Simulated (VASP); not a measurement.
## RbRe: relaxation of cell and atoms with PBE

RbRe:

```
CELL_PARAMETERS angstrom
4.64648 0.00000 0.00000
0.00000 4.64648 0.00000
0.00000 0.00000 4.64648
ATOMIC_POSITIONS crystal
Rb 0.50000 0.50000 0.50000
Re 0.00000 0.00000 0.00000
```

```json
{
  "Program": "VASP 6.6.1",
  "Task": "relaxation of cell and atoms",
  "Functional": "PBE",
  "Potentials or basis": "VASP PAW PBE potentials, release 64 (Rb_sv, Re)",
  "Cutoff": "600 eV",
  "k mesh": "4 × 4 × 4",
  "Occupations": "gaussian, width 0.1 eV",
  "Spin": "no spin polarisation",
  "Dipole correction": "no",
  "Further INCAR settings": "ALGO = Fast; EDIFF = 1e-06; IBRION = 2; EDIFFG = -0.04; NSW = 90; ISIF = 3"
}
```

The relaxed volume is 26.19 Å³/atom, the relaxed cell is a = 3.741 Å, b = 3.741 Å, c = 3.741 Å, α = 90.00°, β = 90.00°, γ = 90.00° and the space group after relaxing (to 0.05 Å) is Pm-3m (No. 221). The energy gained by relaxing is 537.3 meV/atom. The ionic steps are 6 and the pressure after relaxing is 0.0 GPa. The band gap on the k mesh is zero (band 8 reaches 3.68 eV, above the bottom of band 9 at 2.41 eV).

Step by step:
```tsv
step	energy change (eV)	largest force (eV/Å)	pressure (GPa)	volume (Å³)
1	0.0000	0.0000	-3.97	100.32
2	-0.4502	0.0000	-4.43	83.32
3	-0.9574	0.0000	5.82	44.05
4	-1.0376	0.0000	-1.90	58.15
5	-1.0723	0.0000	-0.50	53.62
6	-1.0746	0.0000	-0.03	52.37
```

Final structure:
```cif
data_structure
_symmetry_space_group_name_H-M 'P 1'
_symmetry_Int_Tables_number 1
_cell_length_a 3.7414
_cell_length_b 3.7414
_cell_length_c 3.7414
_cell_angle_alpha 90.000
_cell_angle_beta 90.000
_cell_angle_gamma 90.000
_cell_volume 52.37
loop_
_atom_site_label
_atom_site_type_symbol
_atom_site_fract_x
_atom_site_fract_y
_atom_site_fract_z
_atom_site_occupancy
Rb1 Rb 0.50000 0.50000 0.50000 1
Re1 Re 0.00000 0.00000 0.00000 1
```

Levels at points of the mesh, in eV from the Fermi level:
```
           k point  band 5  band 6  band 7  band 8  band 9  band 10  band 11  band 12
(0.00, 0.00, 0.00)   -4.03   -1.69   -1.69    0.33    0.33     0.33     6.30     6.30
(0.50, 0.00, 0.00)   -1.27   -1.16    0.21    0.21    0.35     0.53     1.50     4.64
(0.50, 0.50, 0.00)   -2.40   -1.29   -0.44   -0.44    1.19     1.49     3.70     3.70
(0.50, 0.50, 0.50)   -0.06   -0.06   -0.06    1.23    1.23     1.57     1.57     2.68
```

Wall time 9.2 min on 1 thread of Intel(R) Xeon(R) Platinum 8375C CPU @ 2.90GHz (Ice Lake), on a shared host, peak memory 0.27 GiB.

Caveat: the volume moved by over 15 % at a fixed basis, so the end points are rough; spin-orbit coupling is left out, which moves the levels of the heavy elements.
